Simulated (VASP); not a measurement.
# Ta (Im-3m) in VASP: notebook

The runs below take Ta through single point, relaxation of cell and atoms, with r2SCAN.

Everything below comes from runs of VASP 6.6.1. Logs are shortened: lines on timing, memory, paths and dates and some standing lists are left out, and cuts for length are marked.

### Step 1. The cell of the first run

Symmetry: Im-3m, No. 229, cubic system. The conventional cell has a = 3.311 Å, b = 3.311 Å, c = 3.311 Å, α = 90.00°, β = 90.00°, γ = 90.00°. Within 3.8 Å of Ta (site symmetry m-3m) lie 14 Ta at 2.87 to 3.31 Å.

### Step 2. Single point, r2SCAN

Contents of POSCAR:

```
Ta
1.0
   -1.6552758812      1.6552758812      1.6552758812
    1.6552758812     -1.6552758812      1.6552758812
    1.6552758812      1.6552758812     -1.6552758812
Ta
1
Direct
    0.0000000000      0.0000000000      0.0000000000
```

Contents of INCAR.step1:

```
PREC = Accurate
ENCUT = 550
ISMEAR = -1
SIGMA = 0.1
LREAL = False
LASPH = True
NELM = 120
NBANDS = 12
GGA = PE
ALGO = Normal
EDIFF = 1E-5
LWAVE = True
LCHARG = False
GGA_COMPAT = False
```

Contents of INCAR.step2:

```
PREC = Accurate
ENCUT = 550
EDIFF = 1E-6
ISMEAR = -1
SIGMA = 0.1
LREAL = False
LASPH = True
NELM = 120
ALGO = Normal
ISIF = 2
LWAVE = False
LCHARG = True
METAGGA = R2SCAN
LMIXTAU = True
LELF = True
LVHAR = True
NBANDS = 12
ISTART = 1
GGA_COMPAT = False
```

Contents of KPOINTS:

```
Automatic mesh
0
Gamma
  9 9 9
```

Potentials or basis: VASP PAW PBE potentials, release 64 (Ta_pv).

Command:

```sh
cat potpaw_PBE.64/Ta_pv/POTCAR > POTCAR
cp INCAR.step1 INCAR
mpirun -np 1 vasp_std > vasp.out
cp INCAR.step2 INCAR
mpirun -np 1 vasp_std > vasp.out
```

OUTCAR:

```text
PREC = Accurate
   ENCUT = 550
   EDIFF = 1E-6
   ISMEAR = -1
   LREAL = False
   LASPH = True
   NELM = 120
   ISIF = 2
   METAGGA = R2SCAN
   ISTART = 1

 ion  position               nearest neighbor table
   1  0.000  0.000  0.000-

  LATTYP: Found a body centered cubic cell.
 ALAT       =     3.3105517624

  Lattice vectors:

 A1 = (  -1.6552758812,   1.6552758812,   1.6552758812)
 A2 = (   1.6552758812,  -1.6552758812,   1.6552758812)
 A3 = (   1.6552758812,   1.6552758812,  -1.6552758812)

Analysis of symmetry for initial positions (statically):
=====================================================================
 Subroutine PRICEL returns:
 Original cell was already a primitive cell.

 Routine SETGRP: Setting up the symmetry group for a
 body centered cubic supercell.

 Subroutine GETGRP returns: Found 48 space group operations
 (whereof 48 operations were pure point group operations)
 out of a pool of 48 trial point group operations.

The static configuration has the point symmetry O_h .

Analysis of symmetry for dynamics (positions and initial velocities):
=====================================================================
 Subroutine PRICEL returns:
 Original cell was already a primitive cell.

 Routine SETGRP: Setting up the symmetry group for a
 body centered cubic supercell.

 Subroutine GETGRP returns: Found 48 space group operations
 (whereof 48 operations were pure point group operations)
 out of a pool of 48 trial point group operations.

The dynamic configuration has the point symmetry O_h .

 Subroutine INISYM returns: Found 48 space group operations
 (whereof 48 operations are pure point group operations),
 and found     1 'primitive' translations

----------------------------------------------------------------------------------------

                                     Primitive cell

  volume of cell :      18.1414

  direct lattice vectors                    reciprocal lattice vectors
    -1.655275881  1.655275881  1.655275881     0.000000000  0.302064451  0.302064451
     1.655275881 -1.655275881  1.655275881     0.302064451  0.000000000  0.302064451
     1.655275881  1.655275881 -1.655275881     0.302064451  0.302064451  0.000000000

  length of vectors
     2.867021927  2.867021927  2.867021927     0.427183643  0.427183643  0.427183643

  position of ions in fractional coordinates (direct lattice)
     0.000000000  0.000000000  0.000000000

  ion indices of the primitive-cell ions
   primitive index   ion index
                 1           1

----------------------------------------------------------------------------------------

 KPOINTS: Automatic mesh

Automatic generation of k-mesh.
 Grid dimensions read from file:
 generate k-points for:    9    9    9

 Generating k-lattice:

  Cartesian coordinates                     Fractional coordinates (reciprocal lattice)
     0.000000000  0.033562717  0.033562717     0.111111111  0.000000000  0.000000000
     0.033562717  0.000000000  0.033562717     0.000000000  0.111111111  0.000000000
     0.033562717  0.033562717  0.000000000     0.000000000  0.000000000  0.111111111

  Length of vectors
     0.047464849  0.047464849  0.047464849

  Shift w.r.t. Gamma in fractional coordinates (k-lattice)
     0.000000000  0.000000000  0.000000000

 Subroutine IBZKPT returns following result:
 ===========================================

 Found     35 irreducible k-points:

 Following reciprocal coordinates:
            Coordinates               Weight
  0.000000  0.000000  0.000000      1.000000
  0.111111  0.000000  0.000000     12.000000
  0.222222  0.000000  0.000000     12.000000
  0.333333  0.000000  0.000000     12.000000
  0.444444  0.000000  0.000000     12.000000
  0.111111  0.111111  0.000000     24.000000
[... 16 lines left out ...]
 -0.333333  0.444444  0.111111     48.000000
 -0.444444 -0.444444  0.111111     24.000000
 [... further k-points ...]
   k-points           NKPTS =     35   k-points in BZ     NKDIM =     35   number of bands    NBANDS=     12
   number of dos      NEDOS =    301   number of ions     NIONS =      1
   total plane-waves  NPLWV =  13824
   dimension x,y,z NGX =    24 NGY =   24 NGZ =   24
   dimension x,y,z NGXF=    48 NGYF=   48 NGZF=   48
   ions per type =               1
   NGX,Y,Z   is equivalent  to a cutoff of  13.92, 13.92, 13.92 a.u.
   NGXF,Y,Z  is equivalent  to a cutoff of  27.83, 27.83, 27.83 a.u.
 SYSTEM =  unknown system
   PREC   = accura    normal or accurate (medium, high low for compatibility)
   ISTART =      1    job   : 0-new  1-cont  2-samecut
   ICHARG =      0    charge: 1-file 2-atom 10-const
   ISPIN  =      1    spin polarized calculation?
   LNONCOLLINEAR =      F non collinear calculations
   LSORBIT =      F    spin-orbit coupling
   LASPH  =      T    aspherical Exc in radial PAW
   ENCUT  =  550.0 eV  40.42 Ry    6.36 a.u.   5.48  5.48  5.48*2*pi/ulx,y,z
   NELM   =    120;   NELMIN=  2; NELMDL=  0     # of ELM steps
   EDIFF  = 0.1E-05   stopping-criterion for ELM
   LREAL  =      F    real-space projection
   EDIFFG = 0.1E-04   stopping-criterion for IOM
   NSW    =      0    number of steps for IOM
   IBRION =     -1    ionic relax: 0-MD 1-quasi-New 2-CG
   NFREE  =      0    steps in history (QN), initial steepest desc. (CG)
   ISIF   =      2    stress and relaxation
   ISYM   =      2    0-nonsym 1-usesym 2-fastsym
   POTIM  = 0.5000    time-step for ionic-motion
   TEBEG  =    0.0;   TEEND  =   0.0 temperature during run
   PSTRESS=    0.0 pullay stress
   NELECT =      11.0000    total number of electrons
   NUPDOWN=      -1.0000    fix difference up-down
   EMIN   =  10.00;   EMAX   =-10.00  energy-range for DOS
   EFERMI =   0.00;   METHOD = LEGACY
   ISMEAR =    -1;   SIGMA  =   0.10  broadening in eV -4-tet -1-fermi 0-gaus
   EFERMI_NEDOS =   21; number of points for ismear=-14 and -15
   IALGO  =     38    algorithm
   IMIX   =      4    mixing-type and parameters
     AMIX     =   0.40;   BMIX     =  1.00
     AMIX_MAG =   1.60;   BMIX_MAG =  1.00
  volume/ion in A,a.u.               =      18.14       122.42
  Fermi-wavevector in a.u.,A,eV,Ry     =   1.385634  2.618469 26.122953  1.919983
  Thomas-Fermi vector in A             =   2.510026
   LORBIT       =      0    0 simple, 1 ext, 2 COOP (PROOUT), +10 PAW based schemes
   METAGGA = R2SCAN    functional components
   LHFCALC =     F    Hartree Fock is set to
   AEXX    =    0.0000 exact exchange contribution
   IVDW    =     0    specifies the selected vdW correction
   LEPSILON=     F    determine dielectric tensor
   LRPA    =     F    only Hartree local field effects (RPA)
 non-spin polarized calculation
  energy-cutoff  :      550.00
  volume of cell :       18.14
 maximum number of plane-waves:       555
 NGX is ok and might be reduce to    24
   NGX = 11   NGY = 11   NGZ = 11

 number of electron      11.0000001 magnetization

 Free energy of the ion-electron system (eV)
  ---------------------------------------------------
  ext. energy  EPLUGINS =         0.00000000
  ---------------------------------------------------
  free energy    TOTEN  =       -48.59221163 eV

  energy without entropy =      -48.54233012  energy(sigma->0) =      -48.56727088

 E-fermi :   5.3064     XC(G=0): -13.7308

 val. band max:        5.3017176754   @ k =   0.1111   0.1111   0.0000
 cond. band min:       5.3136507811   @ k =   0.3333   0.1111   0.1111
 fundamental gap:      0.0119331057
 Fermi energy:         5.3064176722

 k-point     1 :       0.0000    0.0000    0.0000
  band No.  band energies     occupation
      1     -28.9960      2.00000
      2     -28.9960      2.00000
      3     -28.9960      2.00000
      4      -3.0343      2.00000
      5       6.1053      0.00068
      6       6.1053      0.00068
      7       6.1053      0.00068
      8       9.5652      0.00000
      9       9.5652      0.00000
     10      17.3182      0.00000
     11      21.0101      0.00000
     12      21.0101      0.00000

 k-point     2 :       0.1111    0.0000    0.0000
  band No.  band energies     occupation
      1     -29.1485      2.00000
      2     -29.0426      2.00000
      3     -28.9969      2.00000
      4      -2.4757      2.00000
      5       5.7489      0.02368
      6       5.9586      0.00294
      7       6.6559      0.00000
      8       9.0801      0.00000
      9       9.5697      0.00000
     10      17.3181      0.00000
     11      21.4587      0.00000
     12      21.9931      0.00000

 k-point     3 :       0.2222    0.0000    0.0000
  band No.  band energies     occupation
      1     -29.5198      2.00000
      2     -29.1589      2.00000
      3     -28.9991      2.00000
      4      -1.0494      2.00000
      5       4.9625      1.93779
      6       5.3453      0.80801
      7       8.2351      0.00000
      8       8.8539      0.00000
      9       9.6826      0.00000
     10      17.3177      0.00000
     11      21.4904      0.00000
     12      23.1983      0.00000

 k-point     4 :       0.3333    0.0000    0.0000
  band No.  band energies     occupation
      1     -29.9190      2.00000
      2     -29.2882      2.00000
      3     -29.0018      2.00000
      4       0.3363      2.00000
      5       4.2098      1.99997
      6       5.2123      1.43870
      7       9.2826      0.00000
      8      10.0192      0.00000
      9      10.5770      0.00000
     10      17.3161      0.00000
     11      19.5940      0.00000
     12      20.3647      0.00000

 k-point     5 :       0.4444    0.0000    0.0000
  band No.  band energies     occupation
      1     -30.1679      2.00000
      2     -29.3710      2.00000
      3     -29.0036      2.00000
      4       0.7278      2.00000
      5       3.7759      2.00000
      6       6.3786      0.00004
      7       9.4751      0.00000
      8      10.4169      0.00000
      9      12.8547      0.00000
     10      17.3010      0.00000
     11      17.9041      0.00000
     12      17.9951      0.00000
[... 228 lines left out ...]
      1     -29.7620      2.00000
      2     -29.3530      2.00000
      3     -29.1812      2.00000
      4       0.8654      2.00000
      5       4.4512      1.99961
      6       5.4457      0.39785
      7       7.3165      0.00000
      8       9.6108      0.00000
      9      10.7672      0.00000
     10      17.3168      0.00000
     11      19.9955      0.00000
     12      23.9128      0.00000

 k-point    22 :      -0.4444    0.4444    0.1111
  band No.  band energies     occupation
      1     -30.1276      2.00000
      2     -29.4252      2.00000
      3     -29.1071      2.00000
      4       1.2236      2.00000
      5       4.3348      1.99988
      6       5.3304      0.88050
      7       8.3644      0.00000
      8      11.3473      0.00000
      9      12.7180      0.00000
     10      17.2961      0.00000
     11      17.7291      0.00000
     12      19.9247      0.00000

 k-point    23 :      -0.3333    0.4444    0.1111
  band No.  band energies     occupation
      1     -29.9888      2.00000
      2     -29.5056      2.00000
      3     -29.1893      2.00000
      4       1.8801      2.00000
      5       3.9545      2.00000
      6       5.0972      1.78033
      7       8.0519      0.00000
      8      10.4945      0.00000
      9      12.5938      0.00000
     10      17.3113      0.00000
     11      18.3001      0.00000
     12      21.7986      0.00000

 k-point    24 :      -0.4444   -0.4444    0.1111
  band No.  band energies     occupation
      1     -30.0776      2.00000
      2     -29.5675      2.00000
      3     -29.1885      2.00000
      4       1.9813      2.00000
      5       4.5254      1.99919
      6       4.5479      1.99898
      7       8.0869      0.00000
      8      11.4104      0.00000
      9      14.3685      0.00000
     10      16.5033      0.00000
     11      17.3306      0.00000
     12      20.3568      0.00000

 [... further k-points ...]

------------------------ aborting loop because EDIFF is reached ----------------------------------------

  FORCE on cell =-STRESS in cart. coord.  units (eV):
  Direction    XX          YY          ZZ          XY          YZ          ZX
  --------------------------------------------------------------------------------------
  -------------------------------------------------------------------------------------
  Total        0.0639942      0.0639942      0.0639942      0.0000000      0.0000000      0.0000000
  in kB        5.6517139      5.6517139      5.6517139      0.0000000      0.0000000      0.0000000
  external PRESSURE =       5.6517139 kB  Pullay stress =       0.0000000 kB

 VOLUME and BASIS-vectors are now :
 -----------------------------------------------------------------------------
  energy-cutoff  :      550.00
  volume of cell :       18.14
      direct lattice vectors                 reciprocal lattice vectors
    -1.655275881  1.655275881  1.655275881     0.000000000  0.302064451  0.302064451
     1.655275881 -1.655275881  1.655275881     0.302064451  0.000000000  0.302064451
     1.655275881  1.655275881 -1.655275881     0.302064451  0.302064451  0.000000000

 POSITION                                       TOTAL-FORCE (eV/Angst)
 -----------------------------------------------------------------------------------
      0.00000      0.00000      0.00000        -0.000000     -0.000000      0.000000
 -----------------------------------------------------------------------------------
    total drift:                                0.000000      0.000000      0.000000

  FREE ENERGIE OF THE ION-ELECTRON SYSTEM (eV)
  ---------------------------------------------------
  free  energy   TOTEN  =       -48.5922116315 eV

  energy  without entropy=      -48.5423301228  energy(sigma->0) =      -48.56727088
```

It took 19 s on 1 thread of Intel Xeon Platinum 8488C (Sapphire Rapids), shared host; peak memory 0.14 GiB.

Results:

| Property | Result |
| --- | --- |
| Free energy | -48.5922 eV |
| Pressure | 0.6 GPa |
| Band gap on the k mesh | zero (an odd number of electrons rules out a gap without spin polarisation) |

Caveat: the PAW data sets were made with another functional, which shifts forces and pressure a little; spin-orbit coupling is left out, which moves the levels of the heavy elements.

[end of part 1 of 2]
